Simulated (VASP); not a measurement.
# Hf: single point with PBE

System: Hf, a slab with vacuum.

```
CELL_PARAMETERS angstrom
3.20323 0.00000 0.00000
-1.60161 2.77408 0.00000
0.00000 0.00000 23.60940
ATOMIC_POSITIONS crystal
Hf 0.83333 0.16667 0.33885
Hf 0.16667 0.83333 0.44628
Hf 0.83333 0.16667 0.55372
Hf 0.16667 0.83333 0.66115
```

```
Program                 : VASP 6.6.1
Task                    : single point
Functional              : PBE
Potentials or basis     : VASP PAW PBE potentials, release 64 (Hf_pv)
Cutoff                  : 520 eV
k mesh                  : 12 × 12 × 1
Occupations             : fermi-dirac, width 0.1 eV
Spin                    : no spin polarisation
Dipole correction       : yes
k mesh for the DOS      : 18 × 18 × 1
Occupations for the DOS : tetrahedron
Further INCAR settings  : ALGO = Normal; EDIFF = 1e-06
```

```json
{
  "Valence electrons inside the program's atomic spheres": "Hf 8.14, 8.31 (each value once)"
}
```

Levels at points of the mesh, in eV from the Fermi level:
```csv
k point,band 16,band 17,band 18,band 19,band 20,band 21,band 22,band 23,band 24
"(0.00, 0.00, 0.00)",-3.79,-0.09,0.04,0.50,0.54,1.17,1.19,1.21,1.23
"(0.50, 0.00, 0.00)",-2.59,-1.66,-1.19,-0.95,0.13,0.51,1.18,1.25,1.49
```

It took 11 min on 1 thread of Intel Xeon 8259CL, with other jobs on the host, peak memory 0.36 GiB.

Caveat: spin-orbit coupling is left out, which moves the levels of the heavy elements.
